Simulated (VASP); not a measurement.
SnSe: single point with PBEsol

The system is SnSe.

```
CELL_PARAMETERS angstrom
5.05665 0.00000 0.00000
-2.52832 4.37919 0.00000
0.00000 0.00000 5.89665
ATOMIC_POSITIONS crystal
Sn 0.33333 0.66667 0.93820
Sn 0.66667 0.33333 0.43820
Se 0.33333 0.66667 0.43680
Se 0.66667 0.33333 0.93680
```

| Quantity | Value |
| --- | --- |
| Program | VASP 6.6.1 |
| Task | single point |
| Functional | PBEsol |
| Potentials or basis | VASP PAW PBE potentials, release 64 (Sn_d, Se) |
| Cutoff | 520 eV |
| k mesh | 4 × 4 × 3 |
| Occupations | fermi-dirac, width 0.01 eV |
| Spin | no spin polarisation |
| Dipole correction | no |
| Further INCAR settings | ALGO = Normal; EDIFF = 1e-06; NBANDS = 28 |

The pressure is 0.0 GPa and the largest force is 0.006 eV/Å. The band gap on the k mesh is 1.30 eV, indirect (least direct gap 1.53 eV).

Forces on the atoms (eV/Å):
```
Sn   0.000  0.000 -0.006
Sn   0.000  0.000 -0.006
Se   0.000  0.000  0.006
Se   0.000  0.000  0.006
```

Levels at points of the mesh, in eV from the valence-band top:
```
           k point  band 16  band 17  band 18  band 19  band 20  band 21  band 22  band 23  band 24  band 25
(0.00, 0.00, 0.00)    -3.42    -3.42    -2.08    -1.94    -1.94     1.37     1.37     3.13     3.13     4.75
(0.50, 0.00, 0.00)    -4.05    -3.25    -2.26    -2.12    -0.32     2.51     3.38     3.79     4.26     4.93
```

Wall time 57 s on 1 thread of Intel Xeon 8259CL (shared host), peak memory 0.26 GiB.

Caveat: the PAW data sets were made with another functional, which shifts forces and pressure a little; spin-orbit coupling is left out, which moves the levels of the heavy elements. A k mesh can miss the band edges.
